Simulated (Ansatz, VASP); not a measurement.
## MnRuC4N4: VASP beside Ansatz

```
Mn Ru C N
1.0
     5.87545    0.00000    0.00000
     0.00000    5.87545    0.00000
     0.00000    0.00000    5.87545
Mn Ru C N
1 1 4 4
Direct
  0.50000 0.50000 0.50000
  0.00000 0.00000 0.00000
  0.19072 0.19072 0.19072
  0.19072 0.80928 0.80928
  0.80928 0.19072 0.80928
  0.80928 0.80928 0.19072
  0.30705 0.30705 0.30705
  0.30705 0.69295 0.69295
  0.69295 0.30705 0.69295
  0.69295 0.69295 0.30705
```

Alike in both runs: functional PBE; k mesh 6 × 6 × 6; occupations gaussian, width 0.1 eV; collinear spin.

Ansatz relaxed the structure, and its values are those at the end. VASP's run is a single point on that final structure, the one shown.

|  | VASP | Ansatz |
| --- | --- | --- |
| version | VASP 6.6.1 | Ansatz 0.2.0 |
| potentials or method | VASP PAW PBE potentials, release 64 (Mn_pv, Ru_pv, C, N), cutoff 520 eV | scalar-relativistic, plane waves, PAW |
| valence electrons in the cell | 63 | 67 |

```tsv
	VASP	Ansatz	Ansatz less VASP
gap on the k mesh at the Fermi level (eV)	none	none	-
pressure (GPa)	0.3	0.0	-0.32
rms of the force components (eV/Å)	0.150	0.005	-0.1452
net moment per atom (μB)	0.30	0.30	0.000
size of the moment on the site where the two differ most (μB)	3.90	3.41	-0.489
```

Site moments also hang on the region over which each program counts them. A gap of «none» marks a metal or a gap that the smearing closes. VASP's potentials hold 63 valence electrons a cell and Ansatz's 67, so a difference there can come from the potentials and not from the codes.

Noted on VASP's run: the standard files for N, O and F lose accuracy on very short bonds.
